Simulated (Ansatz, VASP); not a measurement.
WSe2 in VASP and in Ansatz

```
Se W
1.0
     3.28535    0.00000    0.00000
    -1.64268    2.84520    0.00000
     0.00000    0.00000   20.36986
Se W
2 1
Direct
  0.33333 0.66667 0.41728
  0.33333 0.66667 0.58272
  0.66667 0.33333 0.50000
```

Alike in both runs: functional PBE; dispersion D3(BJ); k mesh 9 × 9 × 1; occupations gaussian, width 0.05 eV; no spin polarisation.

Ansatz relaxed the structure, and its values are those at the end. VASP's run is a single point on that final structure, the one shown.

|  | VASP | Ansatz |
| --- | --- | --- |
| version | VASP 6.6.1 | Ansatz 0.2.0 |
| potentials or method | VASP PAW PBE potentials, release 64 (Se, W_sv), cutoff 520 eV | scalar-relativistic, plane waves, PAW |
| valence electrons in the cell | 26 | 46 |

VASP gave:

| Property | Result |
| --- | --- |
| gap on the k mesh at the Fermi level (eV) | 1.67 |
| rms of the force components (eV/Å) | 0.021 |

Problem. What did Ansatz give for the same quantities?

Solution. gap on the k mesh at the Fermi level (eV): 1.67; rms of the force components (eV/Å): 0.001.

VASP's potentials hold 26 valence electrons a cell and Ansatz's 46, so a difference there can come from the potentials and not from the codes.

Neither program's run includes spin-orbit coupling.
